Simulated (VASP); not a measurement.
# Ce (Fm-3m) in VASP: notebook

Ce is run at these levels: RPBE; tasks: single point, relaxation of cell and atoms.

All numbers are computed with VASP 6.6.1; they aren't measurements. Logs are shortened: lines on timing, memory, paths and dates and some standing lists are left out, and cuts for length are marked.

## (1) The cell of the first run

It takes space group Fm-3m (No. 225, cubic). The conventional cell has a = 4.842 Å, b = 4.842 Å, c = 4.842 Å, α = 90.00°, β = 90.00°, γ = 90.00°. Ce (site symmetry m-3m) has 12 Ce at 3.42 Å within 4.5 Å.

## (2) Single point, RPBE

INCAR

```
PREC = Accurate
ENCUT = 520
EDIFF = 1E-6
ISMEAR = -1
SIGMA = 0.1
LREAL = F
LASPH = T
NELM = 80
ALGO = Normal
ISIF = 2
LWAVE = F
LCHARG = F
GGA = RP
NBANDS = 12
```

KPOINTS

```
regular mesh
0
Gamma
  11 11 11
```

POSCAR

```
Ce
1.0
    0.0000000000      2.4210263262      2.4210263262
    2.4210263262      0.0000000000      2.4210263262
    2.4210263262      2.4210263262      0.0000000000
Ce
1
Direct
    0.0000000000      0.0000000000      0.0000000000
```

Potentials or basis: VASP PAW PBE potentials, release 64 (Ce).

Command:

```bash
> cat potpaw_PBE.64/Ce/POTCAR > POTCAR
> mpirun -np 1 vasp_std > vasp.out
```

OUTCAR:

```text
PREC = Accurate
   ENCUT = 520
   EDIFF = 1E-6
   ISMEAR = -1
   LREAL = F
   LASPH = T
   NELM = 80
   ISIF = 2
   GGA = RP

 ion  position               nearest neighbor table
   1  0.000  0.000  0.000-

  LATTYP: Found a face centered cubic cell.
 ALAT       =     4.8420526524

  Lattice vectors:

 A1 = (   0.0000000000,   2.4210263262,   2.4210263262)
 A2 = (   2.4210263262,   0.0000000000,   2.4210263262)
 A3 = (   2.4210263262,   2.4210263262,   0.0000000000)

Analysis of symmetry for initial positions (statically):
=====================================================================
 Subroutine PRICEL returns:
 Original cell was already a primitive cell.

 Routine SETGRP: Setting up the symmetry group for a
 face centered cubic supercell.

 Subroutine GETGRP returns: Found 48 space group operations
 (whereof 48 operations were pure point group operations)
 out of a pool of 48 trial point group operations.

The static configuration has the point symmetry O_h .

Analysis of symmetry for dynamics (positions and initial velocities):
=====================================================================
 Subroutine PRICEL returns:
 Original cell was already a primitive cell.

 Routine SETGRP: Setting up the symmetry group for a
 face centered cubic supercell.

 Subroutine GETGRP returns: Found 48 space group operations
 (whereof 48 operations were pure point group operations)
 out of a pool of 48 trial point group operations.

The dynamic configuration has the point symmetry O_h .

 Subroutine INISYM returns: Found 48 space group operations
 (whereof 48 operations are pure point group operations),
 and found     1 'primitive' translations

----------------------------------------------------------------------------------------

                                     Primitive cell

  volume of cell :      28.3811

  direct lattice vectors                    reciprocal lattice vectors
     0.000000000  2.421026326  2.421026326    -0.206523983  0.206523983  0.206523983
     2.421026326  0.000000000  2.421026326     0.206523983 -0.206523983  0.206523983
     2.421026326  2.421026326  0.000000000     0.206523983  0.206523983 -0.206523983

  length of vectors
     3.423848265  3.423848265  3.423848265     0.357710032  0.357710032  0.357710032

  position of ions in fractional coordinates (direct lattice)
     0.000000000  0.000000000  0.000000000

  ion indices of the primitive-cell ions
   primitive index   ion index
                 1           1

----------------------------------------------------------------------------------------

 KPOINTS: regular mesh

Automatic generation of k-mesh.
 Grid dimensions read from file:
 generate k-points for:   11   11   11

 Generating k-lattice:

  Cartesian coordinates                     Fractional coordinates (reciprocal lattice)
    -0.018774908  0.018774908  0.018774908     0.090909091  0.000000000  0.000000000
     0.018774908 -0.018774908  0.018774908     0.000000000  0.090909091  0.000000000
     0.018774908  0.018774908 -0.018774908     0.000000000  0.000000000  0.090909091

  Length of vectors
     0.032519094  0.032519094  0.032519094

  Shift w.r.t. Gamma in fractional coordinates (k-lattice)
     0.000000000  0.000000000  0.000000000

 Subroutine IBZKPT returns following result:
 ===========================================

 Found     56 irreducible k-points:

 Following reciprocal coordinates:
            Coordinates               Weight
  0.000000  0.000000  0.000000      1.000000
  0.090909  0.000000  0.000000      8.000000
  0.181818  0.000000  0.000000      8.000000
  0.272727  0.000000  0.000000      8.000000
  0.363636  0.000000  0.000000      8.000000
  0.454545  0.000000  0.000000      8.000000
[... 16 lines left out ...]
 -0.272727  0.181818  0.000000     24.000000
 -0.181818  0.181818  0.000000     12.000000
 [... further k-points ...]
   k-points           NKPTS =     56   k-points in BZ     NKDIM =     56   number of bands    NBANDS=     12
   number of dos      NEDOS =    301   number of ions     NIONS =      1
   total plane-waves  NPLWV =  21952
   dimension x,y,z NGX =    28 NGY =   28 NGZ =   28
   dimension x,y,z NGXF=    56 NGYF=   56 NGZF=   56
   ions per type =               1
   NGX,Y,Z   is equivalent  to a cutoff of  13.60, 13.60, 13.60 a.u.
   NGXF,Y,Z  is equivalent  to a cutoff of  27.19, 27.19, 27.19 a.u.
 SYSTEM =  unknown system
   PREC   = accura    normal or accurate (medium, high low for compatibility)
   ISTART =      0    job   : 0-new  1-cont  2-samecut
   ICHARG =      2    charge: 1-file 2-atom 10-const
   ISPIN  =      1    spin polarized calculation?
   LNONCOLLINEAR =      F non collinear calculations
   LSORBIT =      F    spin-orbit coupling
   LASPH  =      T    aspherical Exc in radial PAW
   ENCUT  =  520.0 eV  38.22 Ry    6.18 a.u.   6.37  6.37  6.37*2*pi/ulx,y,z
   NELM   =     80;   NELMIN=  2; NELMDL= -5     # of ELM steps
   EDIFF  = 0.1E-05   stopping-criterion for ELM
   LREAL  =      F    real-space projection
   EDIFFG = 0.1E-04   stopping-criterion for IOM
   NSW    =      0    number of steps for IOM
   IBRION =     -1    ionic relax: 0-MD 1-quasi-New 2-CG
   NFREE  =      0    steps in history (QN), initial steepest desc. (CG)
   ISIF   =      2    stress and relaxation
   ISYM   =      2    0-nonsym 1-usesym 2-fastsym
   POTIM  = 0.5000    time-step for ionic-motion
   TEBEG  =    0.0;   TEEND  =   0.0 temperature during run
   PSTRESS=    0.0 pullay stress
   NELECT =      12.0000    total number of electrons
   NUPDOWN=      -1.0000    fix difference up-down
   EMIN   =  10.00;   EMAX   =-10.00  energy-range for DOS
   EFERMI =   0.00;   METHOD = LEGACY
   ISMEAR =    -1;   SIGMA  =   0.10  broadening in eV -4-tet -1-fermi 0-gaus
   EFERMI_NEDOS =   21; number of points for ismear=-14 and -15
   IALGO  =     38    algorithm
   IMIX   =      4    mixing-type and parameters
     AMIX     =   0.40;   BMIX     =  1.00
     AMIX_MAG =   1.60;   BMIX_MAG =  1.00
  volume/ion in A,a.u.               =      28.38       191.52
  Fermi-wavevector in a.u.,A,eV,Ry     =   1.228737  2.321977 20.542015  1.509796
  Thomas-Fermi vector in A             =   2.363651
   LORBIT       =      0    0 simple, 1 ext, 2 COOP (PROOUT), +10 PAW based schemes
   GGA     = RP    functional components
   LHFCALC =     F    Hartree Fock is set to
   AEXX    =    0.0000 exact exchange contribution
   IVDW    =     0    specifies the selected vdW correction
   LEPSILON=     F    determine dielectric tensor
   LRPA    =     F    only Hartree local field effects (RPA)
 non-spin polarized calculation
  energy-cutoff  :      520.00
  volume of cell :       28.38
 maximum number of plane-waves:       777
 NGX is ok and might be reduce to    28
   NGX = 13   NGY = 13   NGZ = 13

 number of electron      12.0000000 magnetization

 Free energy of the ion-electron system (eV)
  ---------------------------------------------------
  ext. energy  EPLUGINS =         0.00000000
  ---------------------------------------------------
  free energy    TOTEN  =        -5.51915270 eV

  energy without entropy =       -5.41028894  energy(sigma->0) =       -5.46472082

 E-fermi :   8.7377     XC(G=0): -10.8748

 val. band max:        8.7352488012   @ k =  -0.1818   0.1818   0.0000
 cond. band min:       8.7492855778   @ k =  -0.2727   0.0909   0.0000
 fundamental gap:      0.0140367766
 Fermi energy:         8.7377048148

 k-point     1 :       0.0000    0.0000    0.0000
  band No.  band energies     occupation
      1     -25.9497      2.00000
      2      -7.4212      2.00000
      3      -7.4212      2.00000
      4      -7.4212      2.00000
      5       5.7226      2.00000
      6       8.6171      1.53902
      7       9.1327      0.03777
      8       9.1327      0.03777
      9       9.1327      0.03777
     10       9.8067      0.00005
     11       9.8067      0.00005
     12       9.8067      0.00005

 k-point     2 :       0.0909    0.0000    0.0000
  band No.  band energies     occupation
      1     -25.9188      2.00000
      2      -7.6448      2.00000
      3      -7.4462      2.00000
      4      -7.4462      2.00000
      5       6.0529      2.00000
      6       8.5368      1.76340
      7       9.1047      0.04971
      8       9.1459      0.03321
      9       9.1459      0.03321
     10       9.6544      0.00021
     11       9.6544      0.00021
     12       9.8083      0.00004

 k-point     3 :       0.1818    0.0000    0.0000
  band No.  band energies     occupation
      1     -25.8348      2.00000
      2      -8.2066      2.00000
      3      -7.5122      2.00000
      4      -7.5122      2.00000
      5       6.7672      2.00000
      6       8.4768      1.86287
      7       9.0264      0.10562
      8       9.1853      0.02249
      9       9.1853      0.02249
     10       9.4700      0.00132
     11       9.4700      0.00132
     12       9.8126      0.00004
[... 286 lines left out ...]
 k-point    23 :      -0.2727    0.1818    0.0000
  band No.  band energies     occupation
      1     -25.5839      2.00000
      2      -9.1852      2.00000
      3      -8.2281      2.00000
      4      -7.6701      2.00000
      5       8.0166      1.99852
      6       8.4756      1.86439
      7       8.9313      0.25226
      8       9.2398      0.01311
      9       9.3209      0.00585
     10       9.4664      0.00137
     11       9.5240      0.00077
     12       9.6965      0.00014

 k-point    24 :      -0.1818    0.1818    0.0000
  band No.  band energies     occupation
      1     -25.6832      2.00000
      2      -8.8065      2.00000
      3      -8.0136      2.00000
      4      -7.5673      2.00000
      5       8.0310      1.99830
      6       8.3384      1.96378
      7       8.7352      1.01228
      8       9.2393      0.01318
      9       9.3060      0.00678
     10       9.3600      0.00396
     11       9.4797      0.00120
     12       9.7213      0.00011

 [... further k-points ...]

------------------------ aborting loop because EDIFF is reached ----------------------------------------

  FORCE on cell =-STRESS in cart. coord.  units (eV):
  Direction    XX          YY          ZZ          XY          YZ          ZX
  --------------------------------------------------------------------------------------
  -------------------------------------------------------------------------------------
  Total       -0.0312015     -0.0312015     -0.0312015     -0.0000000     -0.0000000      0.0000000
  in kB       -1.7613983     -1.7613983     -1.7613983     -0.0000000     -0.0000000      0.0000000
  external PRESSURE =      -1.7613983 kB  Pullay stress =       0.0000000 kB

 VOLUME and BASIS-vectors are now :
 -----------------------------------------------------------------------------
  energy-cutoff  :      520.00
  volume of cell :       28.38
      direct lattice vectors                 reciprocal lattice vectors
     0.000000000  2.421026326  2.421026326    -0.206523983  0.206523983  0.206523983
     2.421026326  0.000000000  2.421026326     0.206523983 -0.206523983  0.206523983
     2.421026326  2.421026326  0.000000000     0.206523983  0.206523983 -0.206523983

 POSITION                                       TOTAL-FORCE (eV/Angst)
 -----------------------------------------------------------------------------------
      0.00000      0.00000      0.00000         0.000000      0.000000      0.000000
 -----------------------------------------------------------------------------------
    total drift:                               -0.000000     -0.000000     -0.000000

  FREE ENERGIE OF THE ION-ELECTRON SYSTEM (eV)
  ---------------------------------------------------
  free  energy   TOTEN  =        -5.5191527020 eV

  energy  without entropy=       -5.4102889444  energy(sigma->0) =       -5.46472082
```

Run time: 13 s. Hardware: 1 thread of AMD EPYC 9R45 (Zen 5), shared host; peak memory 0.15 GiB.

What came out:

* Free energy: -5.5192 eV
* Pressure: -0.2 GPa
* Band gap on the k mesh: zero (bands 6 and 7 overlap by 0.41 eV)

Caveat: the PAW data sets were made with another functional, which shifts forces and pressure a little; spin-orbit coupling is left out, which moves the levels of the heavy elements; semilocal functionals describe open f shells poorly, which spoils levels, moments and volumes.

## (3) Relaxation of cell and atoms, RPBE

This run uses another cell than the first one, of 34.37 Å³/atom.

INCAR

```
SYSTEM = Ce
PREC     = Accurate       ! precision mode
ENCUT    = 600            ! plane-wave cutoff, eV
EDIFF    = 1E-6           ! SCF threshold, eV
ISMEAR   = -1             ! smearing method
SIGMA    = 0.1            ! smearing width, eV
LREAL    = .False.        ! projectors in reciprocal space
LASPH    = .True.         ! aspherical terms in the spheres
NELM     = 60             ! most SCF steps
ALGO     = Normal         ! electronic algorithm
ISIF     = 3              ! what is computed and relaxed
LWAVE    = .False.        ! write WAVECAR
LCHARG   = .False.        ! write CHGCAR
GGA      = RP             ! functional
IBRION   = 2              ! ionic algorithm
NSW      = 80             ! ionic steps
EDIFFG   = -0.01          ! ionic threshold
```

KPOINTS

```
regular mesh
0
Gamma
  11 11 11
  0 0 0
```

POSCAR

```
Ce
1.0
    0.0000000000      2.5806000000      2.5806000000
    2.5806000000      0.0000000000      2.5806000000
    2.5806000000      2.5806000000      0.0000000000
Ce
1
Direct
    0.0000000000      0.0000000000      0.0000000000
```

Potentials or basis: VASP PAW PBE potentials, release 64 (Ce).

Command:

```bash
> cat potpaw_PBE.64/Ce/POTCAR > POTCAR
> mpirun -np 1 vasp_std > vasp.out
```

Run time: 74 s. Hardware: 1 thread of AMD EPYC 9R45 (Zen 5), shared host; peak memory 0.18 GiB.

It converged, with:

| Quantity | Value |
| --- | --- |
| Free energy | -5.5206 eV |
| Relaxed volume | 28.41 Å³/atom |
| Relaxed cell | a = 3.425 Å, b = 3.425 Å, c = 3.425 Å, α = 60.00°, β = 60.00°, γ = 60.00° |
| Space group after relaxing (to 0.1 Å) | Fm-3m (No. 225) |
| Energy gained by relaxing | 85.3 meV/atom |
| Ionic steps | 10 |
| Pressure after relaxing | -0.1 GPa |
| Band gap on the k mesh | zero (bands 6 and 7 overlap by 0.41 eV) |

Step by step:
| step | energy change (eV) | largest force (eV/Å) | pressure (GPa) | volume (Å³) |
| --- | --- | --- | --- | --- |
| 1 | 0.0000 | 0.0000 | -3.88 | 34.37 |
| 2 | -0.0732 | 0.0000 | -1.85 | 30.39 |
| 3 | -0.0853 | 0.0000 | 0.08 | 28.30 |
| 4 | -0.0853 | 0.0000 | -0.11 | 28.42 |
| 5 | -0.0853 | 0.0000 | -0.11 | 28.41 |
| 6 | -0.0853 | 0.0000 | -0.13 | 28.41 |
| 7 | -0.0853 | 0.0000 | -0.07 | 28.41 |
| 8 | -0.0853 | 0.0000 | -0.07 | 28.41 |
| 9 | -0.0853 | 0.0000 | -0.06 | 28.41 |
| 10 | -0.0853 | 0.0000 | -0.05 | 28.41 |

Final structure:
```
Ce
1.0
     0.00000    2.42178    2.42178
     2.42178    0.00000    2.42178
     2.42178    2.42178    0.00000
Ce
1
Direct
  0.00000 0.00000 0.00000
```

Levels at points of the mesh, in eV from the Fermi level:
```csv
k point,band 3,band 4,band 5,band 6,band 7,band 8,band 9,band 10
"(0.00, 0.00, 0.00)",-16.16,-16.16,-3.02,-0.12,0.39,0.39,0.39,1.07
```

Caveat: the volume moved by over 15 % at a fixed basis, so the end points are rough; the PAW data sets were made with another functional, which shifts forces and pressure a little; spin-orbit coupling is left out, which moves the levels of the heavy elements; semilocal functionals describe open f shells poorly, which spoils levels, moments and volumes. Spin polarisation is off, so any magnetic state and its effect on volume and gap are missing.
